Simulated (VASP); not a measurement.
A run of VASP 6.6.1 is set up as follows.

Contents of POSCAR:

```
SnO
1.0
    3.1034067823      0.0000000000      0.0000000000
    0.0000000000      3.1034067823      0.0000000000
    0.0000000000      0.0000000000      3.1034067823
Sn O
1 1
Direct
    0.0000000000      0.0000000000      0.0000000000
    0.5000000000      0.5000000000      0.5000000000
```

INCAR.step1

```
ALGO = Normal ; EDIFF = 1E-4
ENCUT = 520 ; GGA = PE
ISMEAR = 0 ; LASPH = T
LCHARG = F ; LREAL = F
LWAVE = T ; NBANDS = 17
NELM = 60 ; PREC = Accurate
SIGMA = 0.01
```

Contents of INCAR.step2:

```
ALGO = Normal ; EDIFF = 1E-6
ENCUT = 520 ; ISIF = 2
ISMEAR = 0 ; ISTART = 1
LASPH = T ; LCHARG = F
LMIXTAU = T ; LREAL = F
LWAVE = F ; METAGGA = R2SCAN
NBANDS = 17 ; NELM = 60
PREC = Accurate ; SIGMA = 0.01
```

File KPOINTS:

```
k-points
0
Gamma
  6 6 6
```

Potentials or basis: VASP PAW PBE potentials, release 64 (Sn_d, O).

Command:

```console
$ cat potpaw_PBE.64/Sn_d/POTCAR potpaw_PBE.64/O/POTCAR > POTCAR
$ cp INCAR.step1 INCAR
$ mpirun -np 1 vasp_std > vasp.out
$ cp INCAR.step2 INCAR
$ mpirun -np 1 vasp_std > vasp.out
```

Q: What does it give for the band gap on the k mesh?

A: 0.35 eV (least direct gap 1.02 eV).

Q: Estimate the pressure.

A: 0.3 GPa.

Caveat: the PAW data sets were made with another functional, which shifts forces and pressure a little; spin-orbit coupling is left out, which moves the levels of the heavy elements. A k mesh can miss the band edges.
